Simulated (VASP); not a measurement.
A run of VASP 6.6.1:

Contents of INCAR:

```
PREC = Accurate
ENCUT = 520
EDIFF = 1E-7
ISMEAR = 0
SIGMA = 0.05
LREAL = False
LASPH = True
NELM = 100
ALGO = Normal
ISIF = 2
LWAVE = False
LCHARG = False
GGA = PS
NBANDS = 16
```

File KPOINTS:

```
regular mesh
0
Gamma
  12 12 12
```

POSCAR

```
AgCl
1.0
    3.2708793814      0.0000000000      0.0000000000
    0.0000000000      3.2708793814      0.0000000000
    0.0000000000      0.0000000000      3.2708793814
Ag Cl
1 1
Direct
    0.0000000000      0.0000000000      0.0000000000
    0.5000000000      0.5000000000      0.5000000000
```

Potentials or basis: VASP PAW PBE potentials, release 64 (Ag, Cl).

The run is started by

```bash
$ cat potpaw_PBE.64/Ag/POTCAR potpaw_PBE.64/Cl/POTCAR > POTCAR
$ mpirun -np 1 vasp_std > vasp.out
```

Hardware: 1 thread of Intel(R) Xeon(R) Platinum 8488C (Sapphire Rapids) (shared host).

Problem. How long does it take, and how much memory?

Solution. Run time: 15 s on 1 thread of Intel(R) Xeon(R) Platinum 8488C (Sapphire Rapids) (shared host), peak memory 0.17 GiB. Counts: scf iterations 12, k points 84.
